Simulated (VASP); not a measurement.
# Sb in VASP: notebook

Sb is run at these levels: PBE, LDA, HSE06; tasks: single point.

Everything below comes from runs of VASP 6.6.1. Logs are shortened: lines on timing, memory, paths and dates and some standing lists are left out, and cuts for length are marked.

## 1. The cell of the first run

The structure is cubic, space group Im-3m (No. 229). Conventional cell: a = 3.816 Å, b = 3.816 Å, c = 3.816 Å, α = 90.00°, β = 90.00°, γ = 90.00°. Sb (site symmetry m-3m) has 14 Sb at 3.30 to 3.82 Å within 4.3 Å.

## 2. Single point, PBE (volume scaled by 1.06)

Contents of INCAR:

```
PREC = Accurate
ENCUT = 520
EDIFF = 1E-7
ISMEAR = -1
SIGMA = 0.05
LREAL = False
LASPH = True
NELM = 100
ALGO = Normal
ISIF = 2
LWAVE = False
LCHARG = False
GGA = PE
NBANDS = 8
```

Contents of KPOINTS:

```
Automatic mesh
0
Gamma
  10 10 10
```

Contents of POSCAR:

```
Sb
1.0
   -1.9080431628      1.9080431628      1.9080431628
    1.9080431628     -1.9080431628      1.9080431628
    1.9080431628      1.9080431628     -1.9080431628
Sb
1
Direct
    0.0000000000      0.0000000000      0.0000000000
```

Potentials or basis: VASP PAW PBE potentials, release 64 (Sb).

The run is started by

```
> cat potpaw_PBE.64/Sb/POTCAR > POTCAR
> mpirun -np 1 vasp_std > vasp.out
```

OUTCAR:

```text
PREC = Accurate
   ENCUT = 520
   EDIFF = 1E-7
   ISMEAR = -1
   LREAL = False
   LASPH = True
   NELM = 100
   ISIF = 2
   GGA = PE

 ion  position               nearest neighbor table
   1  0.000  0.000  0.000-

  LATTYP: Found a body centered cubic cell.
 ALAT       =     3.8160863256

  Lattice vectors:

 A1 = (  -1.9080431628,   1.9080431628,   1.9080431628)
 A2 = (   1.9080431628,  -1.9080431628,   1.9080431628)
 A3 = (   1.9080431628,   1.9080431628,  -1.9080431628)

Analysis of symmetry for initial positions (statically):
=====================================================================
 Subroutine PRICEL returns:
 Original cell was already a primitive cell.

 Routine SETGRP: Setting up the symmetry group for a
 body centered cubic supercell.

 Subroutine GETGRP returns: Found 48 space group operations
 (whereof 48 operations were pure point group operations)
 out of a pool of 48 trial point group operations.

The static configuration has the point symmetry O_h .

Analysis of symmetry for dynamics (positions and initial velocities):
=====================================================================
 Subroutine PRICEL returns:
 Original cell was already a primitive cell.

 Routine SETGRP: Setting up the symmetry group for a
 body centered cubic supercell.

 Subroutine GETGRP returns: Found 48 space group operations
 (whereof 48 operations were pure point group operations)
 out of a pool of 48 trial point group operations.

The dynamic configuration has the point symmetry O_h .

 Subroutine INISYM returns: Found 48 space group operations
 (whereof 48 operations are pure point group operations),
 and found     1 'primitive' translations

----------------------------------------------------------------------------------------

                                     Primitive cell

  volume of cell :      27.7859

  direct lattice vectors                    reciprocal lattice vectors
    -1.908043163  1.908043163  1.908043163     0.000000000  0.262048579  0.262048579
     1.908043163 -1.908043163  1.908043163     0.262048579  0.000000000  0.262048579
     1.908043163  1.908043163 -1.908043163     0.262048579  0.262048579  0.000000000

  length of vectors
[... 72 lines left out ...]
   ISTART =      0    job   : 0-new  1-cont  2-samecut
   ICHARG =      2    charge: 1-file 2-atom 10-const
   ISPIN  =      1    spin polarized calculation?
   LNONCOLLINEAR =      F non collinear calculations
   LSORBIT =      F    spin-orbit coupling
   LASPH  =      T    aspherical Exc in radial PAW
   ENCUT  =  520.0 eV  38.22 Ry    6.18 a.u.   6.14  6.14  6.14*2*pi/ulx,y,z
   NELM   =    100;   NELMIN=  2; NELMDL= -5     # of ELM steps
   EDIFF  = 0.1E-06   stopping-criterion for ELM
   LREAL  =      F    real-space projection
   EDIFFG = 0.1E-05   stopping-criterion for IOM
   NSW    =      0    number of steps for IOM
   IBRION =     -1    ionic relax: 0-MD 1-quasi-New 2-CG
   NFREE  =      0    steps in history (QN), initial steepest desc. (CG)
   ISIF   =      2    stress and relaxation
   ISYM   =      2    0-nonsym 1-usesym 2-fastsym
   POTIM  = 0.5000    time-step for ionic-motion
   TEBEG  =    0.0;   TEEND  =   0.0 temperature during run
   PSTRESS=    0.0 pullay stress
   NELECT =       5.0000    total number of electrons
   NUPDOWN=      -1.0000    fix difference up-down
   EMIN   =  10.00;   EMAX   =-10.00  energy-range for DOS
   EFERMI =   0.00;   METHOD = LEGACY
   ISMEAR =    -1;   SIGMA  =   0.05  broadening in eV -4-tet -1-fermi 0-gaus
   EFERMI_NEDOS =   21; number of points for ismear=-14 and -15
   IALGO  =     38    algorithm
   IMIX   =      4    mixing-type and parameters
     AMIX     =   0.40;   BMIX     =  1.00
     AMIX_MAG =   1.60;   BMIX_MAG =  1.00
  volume/ion in A,a.u.               =      27.79       187.51
  Fermi-wavevector in a.u.,A,eV,Ry     =   0.924251  1.746581 11.622642  0.854240
  Thomas-Fermi vector in A             =   2.049976
   LORBIT       =      0    0 simple, 1 ext, 2 COOP (PROOUT), +10 PAW based schemes
   GGA     = PE    functional components
   LHFCALC =     F    Hartree Fock is set to
   AEXX    =    0.0000 exact exchange contribution
   IVDW    =     0    specifies the selected vdW correction
   LEPSILON=     F    determine dielectric tensor
   LRPA    =     F    only Hartree local field effects (RPA)
 non-spin polarized calculation
  energy-cutoff  :      520.00
  volume of cell :       27.79
 maximum number of plane-waves:       767
 NGX is ok and might be reduce to    28
   NGX = 13   NGY = 13   NGZ = 13

 number of electron       4.9999999 magnetization

 Free energy of the ion-electron system (eV)
  ---------------------------------------------------
  ext. energy  EPLUGINS =         0.00000000
  ---------------------------------------------------
  free energy    TOTEN  =        -3.90094794 eV

  energy without entropy =       -3.89219766  energy(sigma->0) =       -3.89657280

 E-fermi :   8.0366     XC(G=0): -10.0903

 val. band max:        7.9995328059   @ k =   0.5000   0.5000   0.3000
 cond. band min:       8.0398359626   @ k =  -0.3000   0.4000   0.1000
 fundamental gap:      0.0403031568
 Fermi energy:         8.0365759792

 k-point     1 :       0.0000    0.0000    0.0000
  band No.  band energies     occupation
      1      -4.5525      2.00000
      2      13.2951      0.00000
      3      13.2951      0.00000
      4      13.2951      0.00000
      5      18.4754      0.00000
      6      18.4754      0.00000
      7      18.4754      0.00000
      8      19.8109      0.00000
[... 243 lines left out ...]
 k-point    24 :      -0.3000    0.3000    0.1000
  band No.  band energies     occupation
      1      -2.5717      2.00000
      2       6.4269      2.00000
      3       9.9416      0.00000
      4      11.2417      0.00000
      5      15.5565      0.00000
      6      16.5006      0.00000
      7      17.6664      0.00000
      8      22.6996      0.00000

 [... further k-points ...]
[... 5 lines left out ...]
  --------------------------------------------------------------------------------------
  -------------------------------------------------------------------------------------
  Total       -0.1252781     -0.1252781     -0.1252781      0.0000000     -0.0000000     -0.0000000
  in kB       -7.2237265     -7.2237265     -7.2237265      0.0000000     -0.0000000     -0.0000000
  external PRESSURE =      -7.2237265 kB  Pullay stress =       0.0000000 kB

 VOLUME and BASIS-vectors are now :
 -----------------------------------------------------------------------------
  energy-cutoff  :      520.00
  volume of cell :       27.79
      direct lattice vectors                 reciprocal lattice vectors
    -1.908043163  1.908043163  1.908043163     0.000000000  0.262048579  0.262048579
     1.908043163 -1.908043163  1.908043163     0.262048579  0.000000000  0.262048579
     1.908043163  1.908043163 -1.908043163     0.262048579  0.262048579  0.000000000

 POSITION                                       TOTAL-FORCE (eV/Angst)
 -----------------------------------------------------------------------------------
      0.00000      0.00000      0.00000         0.000000      0.000000     -0.000000
 -----------------------------------------------------------------------------------
    total drift:                                0.000000     -0.000000     -0.000000

  FREE ENERGIE OF THE ION-ELECTRON SYSTEM (eV)
  ---------------------------------------------------
  free  energy   TOTEN  =        -3.9009479449 eV

  energy  without entropy=       -3.8921976632  energy(sigma->0) =       -3.89657280
```

OSZICAR:

```text
N       E                     dE             d eps       ncg     rms          rms(c)
DAV:   1     0.457236966946E+01    0.45724E+01   -0.16009E+03   752   0.402E+02
DAV:   2    -0.381610157162E+01   -0.83885E+01   -0.83211E+01  1080   0.511E+01
DAV:   3    -0.390306756067E+01   -0.86966E-01   -0.84408E-01   880   0.584E+00
DAV:   4    -0.390336124341E+01   -0.29368E-03   -0.29367E-03  1176   0.407E-01
DAV:   5    -0.390336190714E+01   -0.66373E-06   -0.66388E-06   904   0.130E-02    0.164E+00
DAV:   6    -0.390165275833E+01    0.17091E-02   -0.19835E-03   920   0.236E-01    0.934E-01
DAV:   7    -0.390091953370E+01    0.73322E-03   -0.42534E-03   896   0.344E-01    0.631E-02
DAV:   8    -0.390094829518E+01   -0.28761E-04   -0.69701E-05   984   0.619E-02    0.482E-03
DAV:   9    -0.390094861203E+01   -0.31685E-06   -0.91597E-07  1096   0.685E-03    0.132E-03
DAV:  10    -0.390094804508E+01    0.56696E-06   -0.73577E-08  1000   0.155E-03    0.102E-03
DAV:  11    -0.390094790830E+01    0.13678E-06   -0.10073E-09   584   0.275E-04    0.945E-05
DAV:  12    -0.390094794488E+01   -0.36580E-07   -0.14175E-10   584   0.815E-05
   1 F= -.39009479E+01 E0= -.38965728E+01  d E =-.875028E-02
```

Run time: 23 s. Hardware: 1 thread of AMD EPYC 7R13, shared host; peak memory 0.12 GiB.

What came out:

- Free energy: -3.9009 eV
- Pressure: -0.7 GPa

Caveat: the cell differs from its parent crystal (volume scaled by 1.06); spin-orbit coupling is left out, which moves the levels of the heavy elements.

## 3. Single point, PBE (the cell strained at random)

Contents of INCAR:

```
SYSTEM = Sb
  PREC = Accurate
  ENCUT = 520
  EDIFF = 1E-6
  ISMEAR = -1
  SIGMA = 0.05
  LREAL = .FALSE.
  LASPH = .TRUE.
  NELM = 60
  ALGO = Normal
  ISIF = 2
  LWAVE = .FALSE.
  LCHARG = .FALSE.
  GGA = PE
  NBANDS = 8
```

Contents of KPOINTS:

```
Automatic mesh
0
G
  10 10 10
  0 0 0
```

Contents of POSCAR:

```
Sb
1.0
   -1.9116750000      1.8985960000      1.9109740000
    1.8664480000     -1.9242180000      1.8913690000
    1.8258330000      1.8383760000     -1.9365960000
Sb
1
Direct
    0.0066800000      0.0021220000      0.0177370000
```

Potentials or basis: VASP PAW PBE potentials, release 64 (Sb).

The run is started by

```
> cat potpaw_PBE.64/Sb/POTCAR > POTCAR
> mpirun -np 1 vasp_std > vasp.out
```

OUTCAR:

```text
SYSTEM = Sb
   PREC = Accurate
   ENCUT = 520
   EDIFF = 1E-6
   ISMEAR = -1
   LREAL = .FALSE.
   LASPH = .TRUE.
   NELM = 60
   ISIF = 2
   GGA = PE

 ion  position               nearest neighbor table
   1  0.007  0.002  0.018-

  LATTYP: Found a triclinic cell.
 ALAT       =     3.2347637516
 B/A-ratio  =     1.1755721835
 C/A-ratio  =     1.1418316545
 COS(alpha) =     0.0239763946
 COS(beta)  =     0.5583685919
 COS(gamma) =     0.6091687888

  Lattice vectors:

 A1 = (  -1.8258330000,  -1.8383760000,   1.9365960000)
 A2 = (  -0.0452270000,  -0.0256220000,   3.8023430000)
 A3 = (  -3.6922810000,   0.0858420000,   0.0452270000)

Analysis of symmetry for initial positions (statically):
=====================================================================
 Subroutine PRICEL returns:
 Original cell was already a primitive cell.

 Routine SETGRP: Setting up the symmetry group for a
 triclinic supercell.

[... 160 lines left out ...]
  ext. energy  EPLUGINS =         0.00000000
  ---------------------------------------------------
  free energy    TOTEN  =        -3.88674325 eV

  energy without entropy =       -3.87997421  energy(sigma->0) =       -3.88335873

 E-fermi :   8.8017     XC(G=0): -10.3448

 val. band max:        8.7944176256   @ k =  -0.2000  -0.3000   0.1000
 cond. band min:       8.8061704724   @ k =   0.1000   0.3000   0.5000
 fundamental gap:      0.0117528468
 Fermi energy:         8.8017496649

 k-point     1 :       0.0000    0.0000    0.0000
  band No.  band energies     occupation
      1      -4.2560      2.00000
      2      14.1199      0.00000
      3      14.2996      0.00000
      4      15.0051      0.00000
      5      19.0533      0.00000
      6      19.4621      0.00000
      7      19.4847      0.00000
      8      20.2725      0.00000
[... 243 lines left out ...]
 k-point    24 :      -0.3000    0.2000   -0.0000
  band No.  band energies     occupation
      1      -2.8313      2.00000
      2       8.2379      1.99997
      3      11.2245      0.00000
      4      12.7030      0.00000
      5      16.5837      0.00000
      6      18.4817      0.00000
      7      20.3002      0.00000
      8      22.5285      0.00000

 [... further k-points ...]
[... 5 lines left out ...]
  --------------------------------------------------------------------------------------
  -------------------------------------------------------------------------------------
  Total        0.4281564      0.4741666      0.5076836      0.1728471      0.1460844      0.1147080
  in kB       26.1694250     28.9816235     31.0302239     10.5646191      8.9288537      7.0110894
  external PRESSURE =      28.7270908 kB  Pullay stress =       0.0000000 kB

 VOLUME and BASIS-vectors are now :
 -----------------------------------------------------------------------------
  energy-cutoff  :      520.00
  volume of cell :       26.21
      direct lattice vectors                 reciprocal lattice vectors
    -1.911675000  1.898596000  1.910974000     0.009513764  0.269631298  0.264925803
     1.866448000 -1.924218000  1.891369000     0.274286312  0.008126568  0.266312999
     1.825833000  1.838376000 -1.936596000     0.277268559  0.274000741  0.005144321

 POSITION                                       TOTAL-FORCE (eV/Angst)
 -----------------------------------------------------------------------------------
      0.02358      0.04121     -0.01757         0.000000      0.000000     -0.000000
 -----------------------------------------------------------------------------------
    total drift:                                0.000000      0.000000      0.000000

  FREE ENERGIE OF THE ION-ELECTRON SYSTEM (eV)
  ---------------------------------------------------
  free  energy   TOTEN  =        -3.8867432463 eV

  energy  without entropy=       -3.8799742079  energy(sigma->0) =       -3.88335873
```

OSZICAR:

```text
N       E                     dE             d eps       ncg     rms          rms(c)
DAV:   1     0.510619405498E+01    0.51062E+01   -0.16967E+03  8184   0.412E+02
DAV:   2    -0.379566283495E+01   -0.89019E+01   -0.85450E+01 11512   0.524E+01
DAV:   3    -0.388918902379E+01   -0.93526E-01   -0.93266E-01  9896   0.611E+00
DAV:   4    -0.388946063709E+01   -0.27161E-03   -0.27154E-03 12152   0.394E-01
DAV:   5    -0.388946124074E+01   -0.60366E-06   -0.60450E-06 10592   0.122E-02    0.184E+00
DAV:   6    -0.388762969361E+01    0.18315E-02   -0.15986E-03  9816   0.215E-01    0.106E+00
DAV:   7    -0.388672265300E+01    0.90704E-03   -0.35085E-03  9960   0.316E-01    0.579E-02
DAV:   8    -0.388674264886E+01   -0.19996E-04   -0.59953E-05 10728   0.580E-02    0.524E-03
DAV:   9    -0.388674324626E+01   -0.59740E-06   -0.79582E-07 11336   0.657E-03
   1 F= -.38867432E+01 E0= -.38833587E+01  d E =-.676904E-02
```

Run time: 2 min. Hardware: 1 thread of AMD EPYC 7R13, shared host; peak memory 0.2 GiB.

Results:

| Property | Result |
| --- | --- |
| Free energy | -3.8867 eV |
| Pressure | 2.9 GPa |

Stress tensor (GPa, compression positive):
```
2.62 1.06 0.70
1.06 2.90 0.89
0.70 0.89 3.10
```

Levels at points of the mesh, in eV from the Fermi level:
```
           k point  band 1  band 2  band 3  band 4  band 5  band 6
(0.00, 0.00, 0.00)  -13.06    5.32    5.50    6.20   10.25   10.66
(0.50, 0.00, 0.00)   -8.81   -5.78    1.81    4.05    6.55    7.23
(0.00, 0.50, 0.00)   -8.66   -5.73    1.57    3.83    6.25    7.08
(0.50, 0.50, 0.00)   -9.11   -5.79    1.87    3.82    6.38    7.13
(0.00, 0.00, 0.50)   -8.40   -5.63    1.23    3.43    5.97    6.63
(0.50, 0.00, 0.50)   -9.05   -5.80    1.81    4.12    6.31    7.49
(0.00, 0.50, 0.50)   -9.05   -5.81    1.84    4.33    6.33    7.72
(0.50, 0.50, 0.50)   -5.46   -2.42   -2.09   -1.62    2.83    3.05
```

Caveat: the cell differs from its parent crystal (the cell strained at random); spin-orbit coupling is left out, which moves the levels of the heavy elements.

## 4. Single point, LDA

This run uses another cell than the first one, of 26.21 Å³/atom, 0.943 times its volume.

Contents of INCAR:

```
SYSTEM = Sb
ALGO = Normal ; EDIFF = 1E-6
ENCUT = 520 ; ISIF = 2
ISMEAR = -1 ; LASPH = .TRUE.
LCHARG = .FALSE. ; LREAL = .FALSE.
LWAVE = .FALSE. ; NBANDS = 8
NELM = 100 ; PREC = Accurate
SIGMA = 0.05
```

Contents of KPOINTS:

```
k-points
0
G
  7 7 7
  0 0 0
```

Contents of POSCAR:

```
Sb
1.0
   -1.8713408863      1.8713408863      1.8713408863
    1.8713408863     -1.8713408863      1.8713408863
    1.8713408863      1.8713408863     -1.8713408863
Sb
1
Direct
    0.0000000000      0.0000000000      0.0000000000
```

Potentials or basis: VASP PAW LDA potentials, release 64 (Sb).

The run is started by

```
> cat potpaw_LDA.64/Sb/POTCAR > POTCAR
> mpirun -np 1 vasp_std > vasp.out
```

Wall time 1.5 s (1 thread of Intel Xeon 6975P-C (Granite Rapids), shared host); peak memory 0.12 GiB.

It converged, with:

```
Free energy : -4.5436 eV
Pressure    : -1.8 GPa
```

Levels at points of the mesh, in eV from the Fermi level:
```csv
k point,band 1,band 2,band 3,band 4,band 5
"(0.00, 0.00, 0.00)",-13.19,5.48,5.48,5.48,10.27
```

Caveat: spin-orbit coupling is left out, which moves the levels of the heavy elements.

## 5. Single point, LDA, non-collinear spin, zero start, spin-orbit coupling

This run uses another cell than the first one, of 26.21 Å³/atom, 0.943 times its volume.

Contents of INCAR:

```
SYSTEM = Sb
ALGO     = Normal         ! electronic algorithm
EDIFF    = 1E-7           ! SCF threshold, eV
ENCUT    = 520            ! plane-wave cutoff, eV
GGA      = CA             ! functional
GGA_COMPAT= .FALSE.      
ISIF     = 2              ! what is computed and relaxed
ISMEAR   = -1             ! smearing method
LASPH    = .TRUE.         ! aspherical terms in the spheres
LCHARG   = .FALSE.        ! write CHGCAR
LORBIT   = 11             ! projections on sites
LORBMOM  = .TRUE.       
LREAL    = .FALSE.        ! projectors in reciprocal space
LSORBIT  = .TRUE.         ! spin-orbit coupling
LWAVE    = .FALSE.        ! write WAVECAR
MAGMOM   = 0 0 0          ! initial moments
NBANDS   = 16             ! bands
NELM     = 150            ! most SCF steps
PREC     = Accurate       ! precision mode
SIGMA    = 0.05           ! smearing width, eV
```

KPOINTS is that of step 4.

POSCAR is that of step 4.

The run is started by

```
> cat potpaw_LDA.64/Sb/POTCAR > POTCAR
> mpirun -np 1 vasp_ncl > vasp.out
```

Wall time 5.4 s (1 thread of Intel Xeon 6975P-C (Granite Rapids), shared host); peak memory 0.17 GiB.

It converged, with:

| Quantity | Value |
| --- | --- |
| Free energy | -4.6159 eV |
| Pressure | -1.4 GPa |
| Net moment | 0.00 μB per cell |
| Valence electrons inside the program's atomic spheres | Sb 2.38 |

Moments on the atoms (μB; x, y, z):
```
Sb  0.00 0.00 0.00
```

(Continued in part 2 of 2.)
